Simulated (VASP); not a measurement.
# Tc (Fm-3m) in VASP: further runs

Runs on Tc. Level: PBE+U. Tasks: single point.

Everything below comes from runs of VASP 6.6.1. Logs are shortened: lines on timing, memory, paths and dates and some standing lists are left out, and cuts for length are marked.

**1. The cell of the first run**

The structure is cubic, space group Fm-3m (No. 225). The conventional cell has a = 3.951 Å, b = 3.951 Å, c = 3.951 Å, α = 90.00°, β = 90.00°, γ = 90.00°. Tc (site symmetry m-3m) has 12 Tc at 2.79 Å within 3.7 Å.

This isn't the form of Tc at room conditions, which is hcp.

**2. Single point, PBE+U, non-collinear spin, zero start, spin-orbit coupling (15.42 Å³/atom)**

File INCAR:

```
  ALGO = Normal
  EDIFF = 1E-6
  ENCUT = 520
  GGA = PE
  GGA_COMPAT = F
  ISIF = 2
  ISMEAR = -1
  LASPH = T
  LCHARG = F
  LDAU = T
  LDAUJ = 0
  LDAUL = 2
  LDAUPRINT = 1
  LDAUTYPE = 2
  LDAUU = 8
  LMAXMIX = 4
  LORBIT = 11
  LORBMOM = T
  LREAL = F
  LSORBIT = T
  LWAVE = F
  MAGMOM = 0 0 0
  NBANDS = 24
  NELM = 150
  PREC = Accurate
  SIGMA = 0.05
```

File KPOINTS:

```
k-points
0
Gamma
  9 9 9
```

File POSCAR:

```
Tc
1.0
    0.0000000000      1.9756608374      1.9756608374
    1.9756608374      0.0000000000      1.9756608374
    1.9756608374      1.9756608374      0.0000000000
Tc
1
Direct
    0.0000000000      0.0000000000      0.0000000000
```

Potentials or basis: VASP PAW PBE potentials, release 64 (Tc_pv).

Launch:

```console
$ cat potpaw_PBE.64/Tc_pv/POTCAR > POTCAR
$ mpirun -np 1 vasp_ncl > vasp.out
```

OUTCAR:

```text
EDIFF = 1E-6
   ENCUT = 520
   GGA = PE
   ISIF = 2
   ISMEAR = -1
   LASPH = T
   LORBIT = 11
   LREAL = F
   LSORBIT = T
   NELM = 150
   PREC = Accurate

 ion  position               nearest neighbor table
   1  0.000  0.000  0.000-

  LATTYP: Found a face centered cubic cell.
 ALAT       =     3.9513216748

  Lattice vectors:

 A1 = (   0.0000000000,   1.9756608374,   1.9756608374)
 A2 = (   1.9756608374,   0.0000000000,   1.9756608374)
 A3 = (   1.9756608374,   1.9756608374,   0.0000000000)

Analysis of symmetry for initial positions (statically):
=====================================================================
 Subroutine PRICEL returns:
 Original cell was already a primitive cell.

 Routine SETGRP: Setting up the symmetry group for a
 face centered cubic supercell.

 Subroutine GETGRP returns: Found 48 space group operations
 (whereof 48 operations were pure point group operations)
 out of a pool of 48 trial point group operations.

The static configuration has the point symmetry O_h .

Analysis of symmetry for dynamics (positions and initial velocities):
=====================================================================
 Subroutine PRICEL returns:
 Original cell was already a primitive cell.

 Routine SETGRP: Setting up the symmetry group for a
 face centered cubic supercell.

 Subroutine GETGRP returns: Found 48 space group operations
 (whereof 48 operations were pure point group operations)
 out of a pool of 48 trial point group operations.

The dynamic configuration has the point symmetry O_h .

Analysis of structural, dynamic, and magnetic symmetry:
=====================================================================
 Subroutine PRICEL returns:
 Original cell was already a primitive cell.

 Routine SETGRP: Setting up the symmetry group for a
 face centered cubic supercell.

 Subroutine GETGRP returns: Found 48 space group operations
 (whereof 48 operations were pure point group operations)
 out of a pool of 48 trial point group operations.

The overall configuration has the point symmetry O_h .

 Subroutine INISYM returns: Found 48 space group operations
 (whereof 48 operations are pure point group operations),
 and found     1 'primitive' translations

----------------------------------------------------------------------------------------

                                     Primitive cell

  volume of cell :      15.4229

  direct lattice vectors                    reciprocal lattice vectors
     0.000000000  1.975660837  1.975660837    -0.253079876  0.253079876  0.253079876
     1.975660837  0.000000000  1.975660837     0.253079876 -0.253079876  0.253079876
     1.975660837  1.975660837  0.000000000     0.253079876  0.253079876 -0.253079876

  length of vectors
     2.794006351  2.794006351  2.794006351     0.438347204  0.438347204  0.438347204

  position of ions in fractional coordinates (direct lattice)
     0.000000000  0.000000000  0.000000000

  ion indices of the primitive-cell ions
   primitive index   ion index
                 1           1

----------------------------------------------------------------------------------------

 KPOINTS: k-points

Automatic generation of k-mesh.
 Grid dimensions read from file:
 generate k-points for:    9    9    9

 Generating k-lattice:

  Cartesian coordinates                     Fractional coordinates (reciprocal lattice)
[... 137 lines left out ...]
  0.6622  0.0000 -0.0000  0.0000  0.0001     -0.0000 -0.0000 -0.0000  0.0000 -0.1622
  0.0000  0.6622 -0.0000  0.0000 -0.0000      0.0000 -0.0000  0.0000  0.0284  0.0000
 -0.0000 -0.0000  0.2946  0.0000 -0.0000      0.0000 -0.0000 -0.0000  0.0000  0.0000
  0.0000  0.0000  0.0000  0.6622 -0.0000     -0.0000 -0.0284 -0.0000 -0.0000 -0.0000
  0.0001 -0.0000 -0.0000 -0.0000  0.2946      0.1622 -0.0000 -0.0000  0.0000 -0.0000

 occupancies and eigenvectors

  o =  0.2030  v =  0.0008  0.0901 -0.6968  0.1428  0.0000  0.0127  0.0879  0.4456  0.2272  0.0135      0.0000 -0.1479  0.2705  0.0774 -0.0023 -0.0051  0.2272  0.2571 -0.0887  0.0336
  o =  0.2030  v = -0.0068  0.1388  0.4925  0.2023 -0.0000  0.0038 -0.0457  0.6184 -0.1606 -0.0033      0.0000 -0.2011 -0.1503  0.1350  0.0181  0.0013 -0.1606  0.4202  0.0525  0.0100
  o =  0.2030  v =  0.0016  0.1624  0.0243  0.0165  0.0000  0.3386  0.0015 -0.0184 -0.0079 -0.1198      0.0000  0.0285  0.0070 -0.1762 -0.0042  0.0450 -0.0079 -0.0211 -0.0031  0.8994
  o =  0.2030  v =  0.3418  0.0018  0.0114  0.0036  0.0004 -0.0015 -0.1721  0.0113 -0.0037  0.0005      0.0000 -0.0038 -0.0037  0.0033 -0.9079 -0.0002 -0.0037  0.0078 -0.1697 -0.0041
  o =  0.7191  v =  0.0832 -0.5712  0.0000 -0.0129  0.0000  0.5712  0.0832 -0.0000 -0.0000 -0.0000      0.0000 -0.0129 -0.0000  0.5712 -0.0000  0.0129  0.0000  0.0000  0.0832  0.0000
  o =  0.7191  v =  0.5713  0.0832 -0.0000  0.0019 -0.0000 -0.0832  0.5713  0.0000  0.0000 -0.0000      0.0000  0.0019 -0.0000 -0.0832 -0.0000 -0.0019 -0.0000 -0.0000  0.5713 -0.0000
  o =  0.7254  v = -0.0356 -0.1006 -0.0006 -0.7062  0.0000  0.1086 -0.0455  0.3525 -0.0010 -0.1871      0.0000  0.3749  0.0413 -0.2093 -0.0201 -0.3313 -0.0010  0.1012  0.0811 -0.0614
  o =  0.7254  v =  0.3595 -0.0108  0.0020 -0.0779 -0.0001  0.0116  0.3774  0.0399  0.0029 -0.0188      0.0000  0.0446 -0.3633 -0.0224  0.2031 -0.0332  0.0029  0.0108 -0.7369 -0.0065
  o =  0.7254  v = -0.0283  0.4704  0.0019  0.0242  0.0000  0.4799  0.0254  0.1286  0.0029  0.2501      0.0000  0.4184 -0.0073 -0.0094 -0.0160  0.4426  0.0029 -0.1503  0.0029 -0.2709
  o =  0.7254  v = -0.6469 -0.0211  0.0011 -0.0055  0.0001 -0.0205  0.6361 -0.0028  0.0015 -0.0111      0.0000 -0.0141 -0.2039 -0.0005 -0.3653 -0.0196  0.0015  0.0070  0.0108  0.0116

 number of electron      13.0000000 magnetization       0.0000000      0.0000000     -0.0000000

 Free energy of the ion-electron system (eV)
  ---------------------------------------------------
  ext. energy  EPLUGINS =         0.00000000
  ---------------------------------------------------
  free energy    TOTEN  =        -0.99338691 eV

  energy without entropy =       -0.98216797  energy(sigma->0) =       -0.98777744

 E-fermi :  11.6802     XC(G=0): -13.3066

 val. band max:       11.6511793344   @ k =   0.4444   0.2222   0.0000
 cond. band min:      11.6983786613   @ k =  -0.4444   0.2222   0.0000
 fundamental gap:      0.0471993269
 Fermi energy:        11.6801503862

 k-point     1 :       0.0000    0.0000    0.0000
  band No.  band energies     occupation
      1     -28.4657      1.00000
      2     -28.4657      1.00000
      3     -25.5518      1.00000
      4     -25.5518      1.00000
      5     -25.5518      1.00000
      6     -25.5518      1.00000
[... 637 lines left out ...]
     23      26.3005      0.00000
     24      26.3005      0.00000

 [... further k-points ...]

------------------------ aborting loop because EDIFF is reached ----------------------------------------

  FORCE on cell =-STRESS in cart. coord.  units (eV):
  Direction    XX          YY          ZZ          XY          YZ          ZX
  --------------------------------------------------------------------------------------
  -------------------------------------------------------------------------------------
  Total        0.7151222      0.7151222      0.7151222      0.0000000      0.0000000      0.0000000
  in kB       74.2888595     74.2888595     74.2888595      0.0000000      0.0000000      0.0000000
  external PRESSURE =      74.2888595 kB  Pullay stress =       0.0000000 kB

 VOLUME and BASIS-vectors are now :
 -----------------------------------------------------------------------------
  energy-cutoff  :      520.00
  volume of cell :       15.42
      direct lattice vectors                 reciprocal lattice vectors
     0.000000000  1.975660837  1.975660837    -0.253079876  0.253079876  0.253079876
     1.975660837  0.000000000  1.975660837     0.253079876 -0.253079876  0.253079876
     1.975660837  1.975660837  0.000000000     0.253079876  0.253079876 -0.253079876

 POSITION                                       TOTAL-FORCE (eV/Angst)
 -----------------------------------------------------------------------------------
      0.00000      0.00000      0.00000         0.000000      0.000000      0.000000
 -----------------------------------------------------------------------------------
    total drift:                                0.000000      0.000000      0.000000

  FREE ENERGIE OF THE ION-ELECTRON SYSTEM (eV)
  ---------------------------------------------------
  free  energy   TOTEN  =        -0.9933869146 eV

  energy  without entropy=       -0.9821679682  energy(sigma->0) =       -0.98777744

 orbital moment (x)

 # of ion     p       d       tot
 ----------------------------------------
  1         0.000   0.000   0.000
 ----------------------------------------
            0.000   0.000   0.000

 orbital moment (y)

 # of ion     p       d       tot
 ----------------------------------------
  1         0.000  -0.000  -0.000
 ----------------------------------------
            0.000  -0.000  -0.000

 orbital moment (z)

 # of ion     p       d       tot
 ----------------------------------------
  1         0.000  -0.000  -0.000
 ----------------------------------------
            0.000  -0.000  -0.000

 Spin-Orbit-Coupling matrix elements

 Ion:    1  E_soc:     -0.3816928
 l=   1
     0.0000000    -0.0284940    -0.0284940
    -0.0284940     0.0000000    -0.0284940
    -0.0284940    -0.0284940     0.0000000
 l=   2
     0.0000000     0.0030248     0.0000000     0.0030248    -0.0381462
     0.0030248     0.0000000    -0.0286097     0.0030248    -0.0095366
     0.0000000    -0.0286097     0.0000000    -0.0286097     0.0000000
     0.0030248     0.0030248    -0.0286097     0.0000000    -0.0095366
    -0.0381462    -0.0095366     0.0000000    -0.0095366     0.0000000
 l=   3
     0.0000000     0.0000000     0.0000000     0.0000000     0.0000000     0.0000000     0.0000000
     0.0000000     0.0000000     0.0000000     0.0000000     0.0000000     0.0000000     0.0000000
     0.0000000     0.0000000     0.0000000     0.0000000     0.0000000     0.0000000     0.0000000
     0.0000000     0.0000000     0.0000000     0.0000000     0.0000000     0.0000000     0.0000000
     0.0000000     0.0000000     0.0000000     0.0000000     0.0000000     0.0000000     0.0000000
     0.0000000     0.0000000     0.0000000     0.0000000     0.0000000     0.0000000     0.0000000
     0.0000000     0.0000000     0.0000000     0.0000000     0.0000000     0.0000000     0.0000000

 total charge

# of ion       s       p       d       tot
------------------------------------------
    1        0.437   6.436   5.102  11.975

 magnetization (x)

# of ion       s       p       d       tot
------------------------------------------
    1       -0.000   0.000   0.000   0.000

 magnetization (y)

# of ion       s       p       d       tot
------------------------------------------
    1       -0.000  -0.000  -0.000  -0.000

 magnetization (z)

# of ion       s       p       d       tot
------------------------------------------
    1       -0.000  -0.000   0.000   0.000
```

It took 48 s on 1 thread of AMD EPYC 7R13 (Zen 3), shared host; peak memory 0.17 GiB.

What came out:

```yaml
Free_energy: -0.9934 eV
Pressure: 7.4 GPa
Net_moment: 0.00 μB per cell
Valence_electrons_inside_the_program's_atomic_spheres: Tc 11.97
```

Moments on the atoms (μB; x, y, z):
```
Tc  0.00 0.00 0.00
```

Caveat: the cell stands under pressure; the U is typed as a test and isn't derived for this compound.

**3. Single point, PBE+U, non-collinear spin, zero start, spin-orbit coupling (15.72 Å³/atom)**

This run uses another cell than the first one, of 15.72 Å³/atom.

File INCAR:

```
PREC = Accurate ; ENCUT = 520
EDIFF = 1E-7 ; ISMEAR = -1
SIGMA = 0.05 ; LREAL = False
LASPH = True ; NELM = 150
ALGO = Fast ; ISIF = 2
LWAVE = False ; LCHARG = False
MAGMOM = 0 0 0 ; LORBIT = 11
LSORBIT = True ; GGA_COMPAT = False
LORBMOM = True ; LMAXMIX = 4
LDAU = True ; LDAUTYPE = 2
LDAUL = 2 ; LDAUU = 8
LDAUJ = 0 ; LDAUPRINT = 1
GGA = PE ; NBANDS = 24
```

File KPOINTS:

```
regular mesh
0
Gamma
  9 9 9
```

File POSCAR:

```
Tc
1.0
    0.0000000000      1.9882450037      1.9882450037
    1.9882450037      0.0000000000      1.9882450037
    1.9882450037      1.9882450037      0.0000000000
Tc
1
Direct
    0.0000000000      0.0000000000      0.0000000000
```

Potentials or basis: VASP PAW PBE potentials, release 64 (Tc_pv).

Launch:

```console
$ cat potpaw_PBE.64/Tc_pv/POTCAR > POTCAR
$ mpirun -np 1 vasp_ncl > vasp.out
```

It took 71 s on 1 thread of AMD EPYC 7R13 (Zen 3), shared host; peak memory 0.18 GiB.

The run converged. Its results:

- Free energy: -1.0059 eV
- Pressure: 5.6 GPa
- Net moment: 0.00 μB per cell
- Valence electrons inside the program's atomic spheres: Tc 11.94

Moments on the atoms (μB; x, y, z):
```
Tc  0.00 0.00 0.00
```

Caveat: the cell stands under pressure; the U is typed as a test and isn't derived for this compound.
